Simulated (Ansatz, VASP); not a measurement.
# One calculation of SrCl2, two programs

The input POSCAR:

```
SrCl2
1.0
    0.0000000000      3.3927865422      3.5578080138
    3.3927865422      0.0000000000      3.5578080138
    3.3927865422      3.3927865422      0.0000000000
Sr Cl
1 2
Direct
    0.0000000000      0.0000000000      0.0000000000
    0.2500000000      0.2500000000      0.2500000000
    0.7500000000      0.7500000000      0.7500000000
```

The input INCAR.step1:

```
  PREC = Accurate
  ENCUT = 520
  ISMEAR = 0
  SIGMA = 0.01
  LREAL = False
  LASPH = True
  NELM = 100
  NBANDS = 19
  GGA = PE
  ALGO = Normal
  EDIFF = 1E-4
  LWAVE = True
  LCHARG = False
```

The input INCAR.step2:

```
  PREC = Accurate
  ENCUT = 520
  EDIFF = 1E-6
  ISMEAR = 0
  SIGMA = 0.01
  LREAL = False
  LASPH = True
  NELM = 100
  ALGO = Normal
  ISIF = 2
  LWAVE = False
  LCHARG = True
  METAGGA = R2SCAN
  LMIXTAU = True
  LELF = True
  LVHAR = True
  NBANDS = 19
  ISTART = 1
```

File KPOINTS:

```
Automatic mesh
0
Gamma
  6 6 6
```

Input for Ansatz:

```yaml
crystal:
  lattice:
    - [0.0, 3.3927865422, 3.5578080138]
    - [3.3927865422, 0.0, 3.5578080138]
    - [3.3927865422, 3.3927865422, 0.0]
  atoms:
    - { symbol: Sr, position: [0.0, 0.0, 0.0] }
    - { symbol: Cl, position: [0.25, 0.25, 0.25] }
    - { symbol: Cl, position: [0.75, 0.75, 0.75] }
kpoints:
  mp_grid: { grid: [6, 6, 6] }
  band_path:
    path:
      - [0.0, 0.0, 0.0]
      - [0.5, 0.0, 0.5]
      - [0.625, 0.25, 0.625]
      - [0.375, 0.375, 0.75]
      - [0.5, 0.5, 0.5]
      - [0.5, 0.25, 0.75]
    npoints: 1
hamiltonian:
  xc: r2scan
scf:
  occupations: { method: fixed }
  n_extra_bands: 4
output:
  forces: true
  stress: true
  eigenvalues: true
```

Change from the starting cell: epitaxial_xy strain -3.0%.

Alike in both runs: task single point; functional r2SCAN; k mesh 6 × 6 × 6; no spin polarisation.

|  | VASP | Ansatz |
| --- | --- | --- |
| version | VASP 6.6.1 | Ansatz 0.2.0 |
| potentials or method | VASP PAW PBE potentials, release 64 (Sr_sv, Cl) | plane waves, PAW |
| plane-wave cutoff (eV) | 520 | 500 |
| occupations | gaussian, width 0.01 eV | fixed |
| valence electrons in the cell | 24 | 24 |

Ansatz gave:

- gap on the k mesh at the Fermi level (eV): 5.83
- pressure (GPa): 1.8
- traceless stress, the component that is largest in VASP (GPa): -1.82

**Question.** What did VASP give for the same quantities?

**Answer.** gap on the k mesh at the Fermi level (eV): 5.83; pressure (GPa): 1.9; traceless stress, the component that is largest in VASP (GPa): -1.81.

VASP's potentials were made for PBE, not for r2SCAN.
